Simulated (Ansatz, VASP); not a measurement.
# Cd2TeO in VASP and in Ansatz

Contents of INCAR:

```
SYSTEM = Cd2TeO
ALGO = Normal
EDIFF = 1E-7
ENCUT = 520
GGA = PE
ISIF = 2
ISMEAR = -1
LASPH = .True.
LCHARG = .False.
LREAL = .False.
LWAVE = .False.
NBANDS = 26
NELM = 60
PREC = Accurate
SIGMA = 0.02
```

Contents of KPOINTS:

```
k-points
0
Gamma
  6 6 6
  0 0 0
```

File POSCAR:

```
Cd2TeO
1.0
    4.2051349569      0.0000000000      0.0000000000
    0.0000000000      4.2051349569      0.0000000000
    0.0000000000      0.0000000000      5.4007122309
O Cd Te
1 2 1
Direct
    0.0000000000      0.0000000000      0.0000000000
    0.0000000000      0.5000000000      0.8398944356
    0.5000000000      0.0000000000      0.1601055644
    0.5000000000      0.5000000000      0.5000000000
```

Input for Ansatz:

```yaml
crystal:
  lattice:
    - [4.2051349569, 0.0, 0.0]
    - [0.0, 4.2051349569, 0.0]
    - [0.0, 0.0, 5.4007122309]
  atoms:
    - { symbol: O, position: [0.0, 0.0, 0.0] }
    - { symbol: Cd, position: [0.0, 0.5, 0.8398944356] }
    - { symbol: Te, position: [0.5, 0.5, 0.5] }
    - { symbol: Cd, position: [0.5, 0.0, 0.1601055644] }
kpoints:
  mp_grid: { grid: [6, 6, 6] }
  band_path:
    path:
      - [0.0, 0.0, 0.0]
      - [0.0, 0.5, 0.0]
      - [0.5, 0.5, 0.0]
      - [0.0, 0.0, 0.5]
      - [0.0, 0.5, 0.5]
      - [0.5, 0.5, 0.5]
      - [0.0, 0.0, 0.1]
    npoints: 1
hamiltonian:
  xc: pbe
scf:
  occupations: { method: fermi_dirac, width: 0.02 }
  n_extra_bands: 5
output:
  forces: true
  stress: true
  eigenvalues: true
```

Alike in both runs: task single point; functional PBE; k mesh 6 × 6 × 6; occupations fermi-dirac, width 0.02 eV; no spin polarisation.

```csv
,VASP,Ansatz
version,VASP 6.6.1,Ansatz 0.2.0
potentials or method,"VASP PAW PBE potentials, release 64 (O, Cd, Te)","plane waves, PAW"
plane-wave cutoff (eV),520,420
valence electrons in the cell,36,62
```

```csv
,VASP,Ansatz,Ansatz less VASP
pressure (GPa),2.4,2.0,-0.44
rms of the force components (eV/Å),0.053,0.039,-0.0140
```

With one functional, cell and mesh, what is left measures potentials, basis and numerics. VASP's potentials hold 36 valence electrons a cell and Ansatz's 62, so a difference there can come from the potentials and not from the codes.

Spin-orbit coupling is off throughout.
